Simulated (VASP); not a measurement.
# Pd (Fm-3m) in VASP: single point with LDA

Aim: the single point of Pd with LDA.

All numbers are computed with VASP 6.6.1; they aren't measurements. Logs are shortened: lines on timing, memory, paths and dates and some standing lists are left out, and cuts for length are marked.

## Step 1: The cell of the first run

It takes space group Fm-3m (No. 225, cubic). The conventional cell has a = 3.840 Å, b = 3.840 Å, c = 3.840 Å, α = 90.00°, β = 90.00°, γ = 90.00°. Within 3.6 Å of Pd (site symmetry m-3m) lie 12 Pd at 2.72 Å.

## Step 2: Single point, LDA

File INCAR:

```
PREC = Accurate
ENCUT = 500
EDIFF = 1E-6
ISMEAR = -1
SIGMA = 0.05
LREAL = F
LASPH = T
NELM = 120
ALGO = Normal
ISIF = 2
LWAVE = F
LCHARG = F
GGA = CA
NBANDS = 17
GGA_COMPAT = F
```

File KPOINTS:

```
Automatic mesh
0
Gamma
  13 13 10
```

File POSCAR:

```
Pd
1.0
    1.9201213548      1.9201213548      0.0000000000
   -1.9201213548      1.9201213548      0.0000000000
    0.0000000000      0.0000000000      3.8402427096
Pd
2
Direct
    0.0000000000      0.0000000000      0.0000000000
    0.5000000000      0.5000000000      0.5000000000
```

Potentials or basis: VASP PAW LDA potentials, release 64 (Pd).

Launch:

```bash
> cat potpaw_LDA.64/Pd/POTCAR > POTCAR
> mpirun -np 1 vasp_std > vasp.out
```

OUTCAR:

```text
PREC = Accurate
   ENCUT = 500
   EDIFF = 1E-6
   ISMEAR = -1
   LREAL = F
   LASPH = T
   NELM = 120
   ISIF = 2
   GGA = CA

 ion  position               nearest neighbor table
   1  0.000  0.000  0.000-   2 2.72   2 2.72   2 2.72   2 2.72   2 2.72   2 2.72   2 2.72   2 2.72

   2  0.500  0.500  0.500-   1 2.72   1 2.72   1 2.72   1 2.72   1 2.72   1 2.72   1 2.72   1 2.72

  LATTYP: Found a simple tetragonal cell.
 ALAT       =     2.7154616614
 C/A-ratio  =     1.4142135624

  Lattice vectors:

 A1 = (   1.9201213548,   1.9201213548,   0.0000000000)
 A2 = (  -1.9201213548,   1.9201213548,   0.0000000000)
 A3 = (   0.0000000000,   0.0000000000,   3.8402427096)

Analysis of symmetry for initial positions (statically):
=====================================================================
 Subroutine PRICEL returns following result:

  LATTYP: Found a face centered cubic cell.
 ALAT       =     3.8402427096

  Lattice vectors:

 A1 = (   0.0000000000,  -1.9201213548,  -1.9201213548)
 A2 = (   1.9201213548,   0.0000000000,  -1.9201213548)
 A3 = (   1.9201213548,  -1.9201213548,   0.0000000000)

   2 primitive cells build up your supercell.

 Routine SETGRP: Setting up the symmetry group for a
 simple tetragonal supercell.

 Subroutine GETGRP returns: Found 16 space group operations
 (whereof 16 operations were pure point group operations)
 out of a pool of 16 trial point group operations.

The static configuration has the point symmetry D_4h.

Analysis of symmetry for dynamics (positions and initial velocities):
=====================================================================
 Subroutine PRICEL returns following result:

  LATTYP: Found a face centered cubic cell.
 ALAT       =     3.8402427096

  Lattice vectors:

 A1 = (   0.0000000000,  -1.9201213548,  -1.9201213548)
 A2 = (   1.9201213548,   0.0000000000,  -1.9201213548)
 A3 = (   1.9201213548,  -1.9201213548,   0.0000000000)

   2 primitive cells build up your supercell.

 Routine SETGRP: Setting up the symmetry group for a
 simple tetragonal supercell.

 Subroutine GETGRP returns: Found 16 space group operations
 (whereof 16 operations were pure point group operations)
 out of a pool of 16 trial point group operations.

The dynamic configuration has the point symmetry D_4h.

 Subroutine INISYM returns: Found 16 space group operations
 (whereof 16 operations are pure point group operations),
 and found     2 'primitive' translations

----------------------------------------------------------------------------------------

                                     Primitive cell

  volume of cell :      14.1585

  direct lattice vectors                    reciprocal lattice vectors
     0.000000000 -1.920121355 -1.920121355    -0.260400208 -0.260400208 -0.260400208
     1.920121355  0.000000000 -1.920121355     0.260400208  0.260400208 -0.260400208
     1.920121355 -1.920121355  0.000000000     0.260400208 -0.260400208  0.260400208

  length of vectors
     2.715461661  2.715461661  2.715461661     0.451026390  0.451026390  0.451026390

  position of ions in fractional coordinates (direct lattice)
     0.000000000  0.000000000  0.000000000

  ion indices of the primitive-cell ions
   primitive index   ion index
                 1           1

----------------------------------------------------------------------------------------

 KPOINTS: Automatic mesh

Automatic generation of k-mesh.
 Grid dimensions read from file:
 generate k-points for:   13   13   10

 Generating k-lattice:

  Cartesian coordinates                     Fractional coordinates (reciprocal lattice)
     0.020030785  0.020030785  0.000000000     0.076923077  0.000000000  0.000000000
    -0.020030785  0.020030785  0.000000000     0.000000000  0.076923077  0.000000000
     0.000000000  0.000000000  0.026040021     0.000000000  0.000000000  0.100000000

  Length of vectors
     0.028327808  0.028327808  0.026040021

  Shift w.r.t. Gamma in fractional coordinates (k-lattice)
     0.000000000  0.000000000  0.000000000

 Subroutine IBZKPT returns following result:
 ===========================================

 Found    168 irreducible k-points:

 Following reciprocal coordinates:
            Coordinates               Weight
  0.000000  0.000000  0.000000      1.000000
  0.076923  0.000000  0.000000      4.000000
  0.153846  0.000000  0.000000      4.000000
  0.230769  0.000000  0.000000      4.000000
  0.307692  0.000000  0.000000      4.000000
  0.384615  0.000000  0.000000      4.000000
[... 16 lines left out ...]
  0.307692  0.307692  0.000000      4.000000
  0.384615  0.307692  0.000000      8.000000
 [... further k-points ...]
   k-points           NKPTS =    168   k-points in BZ     NKDIM =    168   number of bands    NBANDS=     17
   number of dos      NEDOS =    301   number of ions     NIONS =      2
   total plane-waves  NPLWV =  11200
   dimension x,y,z NGX =    20 NGY =   20 NGZ =   28
   dimension x,y,z NGXF=    40 NGYF=   40 NGZF=   56
   ions per type =               2
   NGX,Y,Z   is equivalent  to a cutoff of  12.24, 12.24, 12.12 a.u.
   NGXF,Y,Z  is equivalent  to a cutoff of  24.49, 24.49, 24.24 a.u.
 SYSTEM =  unknown system
   PREC   = accura    normal or accurate (medium, high low for compatibility)
   ISTART =      0    job   : 0-new  1-cont  2-samecut
   ICHARG =      2    charge: 1-file 2-atom 10-const
   ISPIN  =      1    spin polarized calculation?
   LNONCOLLINEAR =      F non collinear calculations
   LSORBIT =      F    spin-orbit coupling
   LASPH  =      T    aspherical Exc in radial PAW
   ENCUT  =  500.0 eV  36.75 Ry    6.06 a.u.   4.95  4.95  7.00*2*pi/ulx,y,z
   NELM   =    120;   NELMIN=  2; NELMDL= -5     # of ELM steps
   EDIFF  = 0.1E-05   stopping-criterion for ELM
   LREAL  =      F    real-space projection
   EDIFFG = 0.1E-04   stopping-criterion for IOM
   NSW    =      0    number of steps for IOM
   IBRION =     -1    ionic relax: 0-MD 1-quasi-New 2-CG
   NFREE  =      0    steps in history (QN), initial steepest desc. (CG)
   ISIF   =      2    stress and relaxation
   ISYM   =      2    0-nonsym 1-usesym 2-fastsym
   POTIM  = 0.5000    time-step for ionic-motion
   TEBEG  =    0.0;   TEEND  =   0.0 temperature during run
   PSTRESS=    0.0 pullay stress
   NELECT =      20.0000    total number of electrons
   NUPDOWN=      -1.0000    fix difference up-down
   EMIN   =  10.00;   EMAX   =-10.00  energy-range for DOS
   EFERMI =   0.00;   METHOD = LEGACY
   ISMEAR =    -1;   SIGMA  =   0.05  broadening in eV -4-tet -1-fermi 0-gaus
   EFERMI_NEDOS =   21; number of points for ismear=-14 and -15
   IALGO  =     38    algorithm
   IMIX   =      4    mixing-type and parameters
     AMIX     =   0.40;   BMIX     =  1.00
     AMIX_MAG =   1.60;   BMIX_MAG =  1.00
  volume/ion in A,a.u.               =      14.16        95.55
  Fermi-wavevector in a.u.,A,eV,Ry     =   1.457928  2.755085 28.919929  2.125555
  Thomas-Fermi vector in A             =   2.574672
   LORBIT       =      0    0 simple, 1 ext, 2 COOP (PROOUT), +10 PAW based schemes
   GGA     = CA    functional components
   LHFCALC =     F    Hartree Fock is set to
   AEXX    =    0.0000 exact exchange contribution
   IVDW    =     0    specifies the selected vdW correction
   LEPSILON=     F    determine dielectric tensor
   LRPA    =     F    only Hartree local field effects (RPA)
 non-spin polarized calculation
  energy-cutoff  :      500.00
  volume of cell :       28.32
 maximum number of plane-waves:       734
 NGX is ok and might be reduce to    20
   NGX =  9   NGY =  9   NGZ = 15

 number of electron      20.0000012 magnetization

 Free energy of the ion-electron system (eV)
  ---------------------------------------------------
  ext. energy  EPLUGINS =         0.00000000
  ---------------------------------------------------
  free energy    TOTEN  =       -13.00980325 eV

  energy without entropy =      -12.97532844  energy(sigma->0) =      -12.99256584

 E-fermi :  10.3285     XC(G=0): -13.7683

 val. band max:       10.3279448988   @ k =   0.2308   0.0000   0.5000
 cond. band min:      10.3290025252   @ k =   0.4615   0.2308   0.2000
 fundamental gap:      0.0010576264
 Fermi energy:        10.3284561311

 k-point     1 :       0.0000    0.0000    0.0000
  band No.  band energies     occupation
      1       2.7500      2.00000
      2       4.5233      2.00000
      3       4.8175      2.00000
      4       7.2465      2.00000
      5       7.2506      2.00000
      6       7.2506      2.00000
[... 9 lines left out ...]
     16      27.4484      0.00000
     17      32.4102      0.00000

 k-point     2 :       0.0769    0.0000    0.0000
  band No.  band energies     occupation
      1       2.8990      2.00000
      2       4.6173      2.00000
      3       4.9104      2.00000
      4       7.1869      2.00000
      5       7.2986      2.00000
      6       7.3140      2.00000
[... 9 lines left out ...]
     16      27.6232      0.00000
     17      31.5802      0.00000

 k-point     3 :       0.1538    0.0000    0.0000
  band No.  band energies     occupation
      1       3.3276      2.00000
      2       4.8439      2.00000
      3       5.2153      2.00000
      4       7.0181      2.00000
      5       7.4400      2.00000
      6       7.4825      2.00000
[... 9 lines left out ...]
     16      28.0446      0.00000
     17      29.9906      0.00000

 k-point     4 :       0.2308    0.0000    0.0000
  band No.  band energies     occupation
      1       3.9785      2.00000
      2       5.1378      2.00000
      3       5.7071      2.00000
      4       6.8010      2.00000
      5       7.6286      2.00000
      6       7.6677      2.00000
[... 9 lines left out ...]
     16      28.3018      0.00000
     17      28.3371      0.00000
[... 343 lines left out ...]
      1       5.4648      2.00000
      2       5.5597      2.00000
      3       5.5995      2.00000
      4       5.7138      2.00000
      5       7.6080      2.00000
      6       7.8507      2.00000
[... 9 lines left out ...]
     16      24.5318      0.00000
     17      24.9076      0.00000

 k-point    23 :       0.3077    0.3077    0.0000
  band No.  band energies     occupation
      1       5.1317      2.00000
      2       5.4671      2.00000
      3       5.5064      2.00000
      4       5.9234      2.00000
      5       7.5661      2.00000
      6       9.1147      2.00000
[... 9 lines left out ...]
     16      26.9482      0.00000
     17      26.9520      0.00000

 k-point    24 :       0.3846    0.3077    0.0000
  band No.  band energies     occupation
      1       5.0557      2.00000
      2       5.2494      2.00000
      3       5.3086      2.00000
      4       5.5515      2.00000
      5       8.1536      2.00000
      6       9.1267      2.00000
[... 9 lines left out ...]
     16      25.5662      0.00000
     17      25.6939      0.00000

 [... further k-points ...]

------------------------ aborting loop because EDIFF is reached ----------------------------------------

  FORCE on cell =-STRESS in cart. coord.  units (eV):
  Direction    XX          YY          ZZ          XY          YZ          ZX
  --------------------------------------------------------------------------------------
  -------------------------------------------------------------------------------------
  Total        0.0166776      0.0166776      0.0781635      0.0000000      0.0000000      0.0000000
  in kB        0.9436208      0.9436208      4.4225091      0.0000000      0.0000000      0.0000000
  external PRESSURE =       2.1032502 kB  Pullay stress =       0.0000000 kB

 VOLUME and BASIS-vectors are now :
 -----------------------------------------------------------------------------
  energy-cutoff  :      500.00
  volume of cell :       28.32
      direct lattice vectors                 reciprocal lattice vectors
     1.920121355  1.920121355  0.000000000     0.260400208  0.260400208  0.000000000
    -1.920121355  1.920121355  0.000000000    -0.260400208  0.260400208  0.000000000
     0.000000000  0.000000000  3.840242710     0.000000000  0.000000000  0.260400208

 POSITION                                       TOTAL-FORCE (eV/Angst)
 -----------------------------------------------------------------------------------
      0.00000      0.00000      0.00000         0.000000     -0.000000      0.000000
      0.00000      1.92012      1.92012        -0.000000      0.000000     -0.000000
 -----------------------------------------------------------------------------------
    total drift:                               -0.000000      0.000000      0.000000

  FREE ENERGIE OF THE ION-ELECTRON SYSTEM (eV)
  ---------------------------------------------------
  free  energy   TOTEN  =       -13.0098032479 eV

  energy  without entropy=      -12.9753284417  energy(sigma->0) =      -12.99256584
```

It took 24 s on 1 thread of Intel Xeon 6975P-C (Granite Rapids), shared host; peak memory 0.16 GiB.

What came out:

| Item | Value |
| --- | --- |
| Free energy | -13.0098 eV |
| Pressure | 0.2 GPa |
| Band gap on the k mesh | zero (band 10 reaches 10.64 eV, above the bottom of band 11 at 9.42 eV) |

Levels at points of the mesh, in eV from the Fermi level:
```tsv
k point	band 6	band 7	band 8	band 9	band 10	band 11	band 12	band 13	band 14	band 15
(0.00, 0.00, 0.00)	-3.08	-1.32	-1.32	-0.05	0.31	0.31	3.23	11.14	13.27	13.27
(0.00, 0.00, 0.50)	-2.00	-1.70	-1.70	-1.70	-1.70	-0.71	-0.71	18.41	18.41	18.41
```
